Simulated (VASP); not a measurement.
K: relaxation of cell and atoms with LDA

Crystal: K.

```
K
1.0
    -2.61800    2.61800    2.61800
     2.61800   -2.61800    2.61800
     2.61800    2.61800   -2.61800
K
1
Direct
  0.00000 0.00000 0.00000
```

| Item | Value |
| --- | --- |
| Program | VASP 6.6.1 |
| Task | relaxation of cell and atoms |
| Functional | LDA |
| Potentials or basis | VASP PAW LDA potentials, release 64 (K_sv) |
| Cutoff | 600 eV |
| k mesh | 12 × 12 × 12 |
| Occupations | gaussian, width 0.1 eV |
| Spin | no spin polarisation |
| Dipole correction | no |
| Further INCAR settings | ALGO = Fast; EDIFF = 1e-06; IBRION = 2; EDIFFG = -0.002; NSW = 100; ISIF = 3 |

```json
{
  "Relaxed volume": "64.19 Å³/atom",
  "Relaxed cell": "a = 4.369 Å, b = 4.369 Å, c = 4.369 Å, α = 109.47°, β = 109.47°, γ = 109.47°",
  "Space group after relaxing (to 0.1 Å)": "Im-3m (No. 229)",
  "Energy gained by relaxing": "10.7 meV/atom",
  "Ionic steps": "21",
  "Pressure after relaxing": "0.0 GPa",
  "Band gap on the k mesh": "zero (an odd number of electrons rules out a gap without spin polarisation)"
}
```

The path:
```
step  energy change (eV)  largest force (eV/Å)  pressure (GPa)  volume (Å³)
   1              0.0000                0.0000           -0.41        71.77
   2             -0.0043                0.0000           -0.35        69.90
   3             -0.0106                0.0000           -0.02        64.49
   4             -0.0107                0.0000            0.02        64.12
   5             -0.0107                0.0000           -0.02        64.30
   6             -0.0107                0.0000           -0.01        64.30
   7             -0.0107                0.0000           -0.03        64.29
   8             -0.0107                0.0000           -0.01        64.29
   9             -0.0107                0.0000           -0.01        64.29
  10             -0.0107                0.0000           -0.01        64.29
  11             -0.0107                0.0000           -0.01        64.29
  12             -0.0107                0.0000           -0.01        64.29
  13             -0.0107                0.0000           -0.02        64.28
  14             -0.0107                0.0000           -0.02        64.28
  15             -0.0107                0.0000           -0.01        64.27
  16             -0.0107                0.0000           -0.01        64.25
  17             -0.0107                0.0000           -0.02        64.20
  18             -0.0107                0.0000            0.01        64.11
  19             -0.0107                0.0000            0.01        64.14
  20             -0.0107                0.0000            0.01        64.17
  21             -0.0107                0.0000            0.00        64.19
```

Final structure:
```
K
1.0
    -2.52229    2.52229    2.52229
     2.52229   -2.52229    2.52229
     2.52229    2.52229   -2.52229
K
1
Direct
  0.00000 0.00000 0.00000
```

Levels at points of the mesh, in eV from the Fermi level:
| k point | band 2 | band 3 | band 4 | band 5 | band 6 | band 7 |
| --- | --- | --- | --- | --- | --- | --- |
| (0.00, 0.00, 0.00) | -15.40 | -15.40 | -15.40 | -2.35 | 4.29 | 4.29 |
| (0.50, 0.00, 0.00) | -15.51 | -15.43 | -15.40 | 0.40 | 0.82 | 3.12 |
| (0.50, 0.50, 0.50) | -15.48 | -15.48 | -15.48 | 1.60 | 1.60 | 3.85 |

It took 100 s on 1 thread of Intel(R) Xeon(R) 6975P-C (Granite Rapids) (shared host), peak memory 0.22 GiB.

LDA usually gives volumes a few per cent too small. Zero-point motion and thermal expansion aren't in these numbers.
